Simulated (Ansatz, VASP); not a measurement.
Two plane-wave programs on La

The input INCAR:

```
PREC = Accurate
ENCUT = 520
EDIFF = 1E-6
ISMEAR = -1
SIGMA = 0.1
LREAL = False
LASPH = True
NELM = 60
ALGO = Normal
ISIF = 2
LWAVE = False
LCHARG = False
GGA = RP
NBANDS = 12
```

File KPOINTS:

```
regular mesh
0
Gamma
  11 11 11
```

POSCAR

```
La
1.0
    0.0000000000      2.7317855446      2.7317855446
    2.7317855446      0.0000000000      2.7317855446
    2.7317855446      2.7317855446      0.0000000000
La
1
Direct
    0.0000000000      0.0000000000      0.0000000000
```

Input for Ansatz:

```yaml
crystal:
  lattice:
    - [0.0, 2.7317855446, 2.7317855446]
    - [2.7317855446, 0.0, 2.7317855446]
    - [2.7317855446, 2.7317855446, 0.0]
  atoms:
    - { symbol: La, position: [0.0, 0.0, 0.0] }
hamiltonian:
  xc: rpbe
  pseudopotentials:
    kind: paw
    azcp:
      La: "pseudopotentials/La.paw.azcp"
basis:
  ecutwfc: 420
  fft_grid_basis: typed
kpoints:
  mp_grid: { grid: [11, 11, 11], shift: [0, 0, 0] }
magnetization:
  spin_polarized: false
scf:
  occupations: { method: fermi_dirac, width: 0.1 }
  lower_state_search: "off"
output:
  stress: true
```

Alike in both runs: task single point; functional RPBE; k mesh 11 × 11 × 11; occupations fermi-dirac, width 0.1 eV; no spin polarisation.

```csv
,VASP,Ansatz
version,VASP 6.6.1,Ansatz 0.2.0
potentials or method,"VASP PAW PBE potentials, release 64 (La), cutoff 520 eV","plane waves (420 eV) with PAW, scalar-relativistic"
valence electrons in the cell,11,11
```

```tsv
	VASP	Ansatz	Ansatz less VASP
pressure (GPa)	-0.9	-1.0	-0.02
```

VASP's potentials were made for PBE, not for RPBE.

Neither program's run includes spin-orbit coupling.
